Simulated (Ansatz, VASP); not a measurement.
**Two plane-wave programs on Mg7MnS8**

```
Mn Mg S
1.0
     0.00000    5.20330    5.20330
     5.20330    0.00000    5.20330
     5.20330    5.20330    0.00000
Mn Mg S
1 7 8
Direct
  0.00000 0.00000 0.00000
  0.00000 0.00000 0.50000
  0.00000 0.50000 0.00000
  0.00000 0.50000 0.50000
  0.50000 0.00000 0.00000
  0.50000 0.00000 0.50000
  0.50000 0.50000 0.00000
  0.50000 0.50000 0.50000
  0.25000 0.25000 0.25000
  0.25000 0.25000 0.75000
  0.25000 0.75000 0.25000
  0.25000 0.75000 0.75000
  0.75000 0.25000 0.25000
  0.75000 0.25000 0.75000
  0.75000 0.75000 0.25000
  0.75000 0.75000 0.75000
```

Alike in both runs: functional PBEsol; k mesh 3 × 3 × 3; occupations gaussian, width 0.05 eV; collinear spin; Hubbard terms Mn d U = 3.5 eV.

Ansatz relaxed the structure, and its values are those at the end. VASP's run is a single point on that final structure, the one shown.

|  | VASP | Ansatz |
| --- | --- | --- |
| version | VASP 6.6.1 | Ansatz 0.2.0 |
| potentials or method | VASP PAW PBE potentials, release 64 (Mn_pv, Mg, S), cutoff 520 eV | scalar-relativistic, plane waves, PAW |
| valence electrons in the cell | 75 | 133 |

Ansatz gave:

```
gap on the k mesh at the Fermi level (eV)                     : 2.03
least direct gap on the mesh (eV)                             : 2.03
pressure (GPa)                                                : -0.8
net moment per atom (μB)                                      : 0.31
size of the moment on the site where the two differ most (μB) : 4.42
```

Task: Estimate VASP's values.

Result: gap on the k mesh at the Fermi level (eV): 2.06; least direct gap on the mesh (eV): 2.06; pressure (GPa): -1.1; net moment per atom (μB): 0.31; size of the moment on the site where the two differ most (μB): 4.51.

VASP's potentials were made for PBE, not for PBEsol. Site moments also hang on the region over which each program counts them. The programs project onto different local orbitals, so the same U acts differently, and such runs can settle in different states. VASP's potentials hold 75 valence electrons a cell and Ansatz's 133, so a difference there can come from the potentials and not from the codes. Ansatz's warnings: stress scf threshold loose.
